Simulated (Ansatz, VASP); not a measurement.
One calculation of Hf, two programs

The input INCAR:

```
SYSTEM = Hf
ALGO     = Fast           ! electronic algorithm
EDIFF    = 1E-7           ! SCF threshold, eV
ENCUT    = 520            ! plane-wave cutoff, eV
GGA      = PE             ! functional
ISIF     = 2              ! what is computed and relaxed
ISMEAR   = 0              ! smearing method
LASPH    = .True.         ! aspherical terms in the spheres
LCHARG   = .False.        ! write CHGCAR
LREAL    = .False.        ! projectors in reciprocal space
LWAVE    = .False.        ! write WAVECAR
NBANDS   = 17             ! bands
NELM     = 80             ! most SCF steps
PREC     = Accurate       ! precision mode
SIGMA    = 0.15           ! smearing width, eV
```

The input KPOINTS:

```
k-points
0
Gamma
  18 18 10
  0 0 0
```

POSCAR

```
Hf
1.0
    3.5563271082      0.0000000000      0.0000000000
   -1.7781635541      3.0798696198      0.0000000000
    0.0000000000      0.0000000000      5.0578000000
Hf
2
Direct
    0.3333333333      0.6666666667      0.2500000000
    0.6666666667      0.3333333333      0.7500000000
```

Input for Ansatz:

```yaml
crystal:
  lattice:
    - [3.5563271082, 0.0, 0.0]
    - [-1.7781635541, 3.0798696198, 0.0]
    - [0.0, 0.0, 5.0578]
  atoms:
    - { symbol: Hf, position: [0.3333333333, 0.6666666667, 0.25] }
    - { symbol: Hf, position: [0.6666666667, 0.3333333333, 0.75] }
basis:
  ecutwfc: 420
kpoints:
  mp_grid: { grid: [18, 18, 10] }
hamiltonian:
  xc: pbe
scf:
  occupations: { method: gaussian, width: 0.15 }
output:
  forces: true
  stress: true
  eigenvalues: true
```

Change from the starting cell: strain +0.1125 x Voigt [1, 1, 0, 0, 0, 0], atoms carried along.

Alike in both runs: task single point; functional PBE; k mesh 18 × 18 × 10; occupations gaussian, width 0.15 eV; no spin polarisation.

```csv
,VASP,Ansatz
version,VASP 6.6.1,Ansatz 0.2.0
potentials or method,"VASP PAW PBE potentials, release 64 (Hf_pv), cutoff 520 eV","scalar-relativistic, plane waves, PAW"
valence electrons in the cell,20,52
```

|  | VASP | Ansatz | Ansatz less VASP |
| --- | --- | --- | --- |
| gap on the k mesh at the Fermi level (eV) | none | none | - |
| pressure (GPa) | -15.1 | -14.8 | +0.37 |
| traceless stress, the component that is largest in VASP (GPa) | 4.70 | 4.78 | +0.076 |

A gap of «none» marks a metal or a gap that the smearing closes. The functional is the same, so the differences come from potentials, cutoffs and numerics. VASP's potentials hold 20 valence electrons a cell and Ansatz's 52, so a difference there can come from the potentials and not from the codes.

Spin-orbit coupling is off throughout.
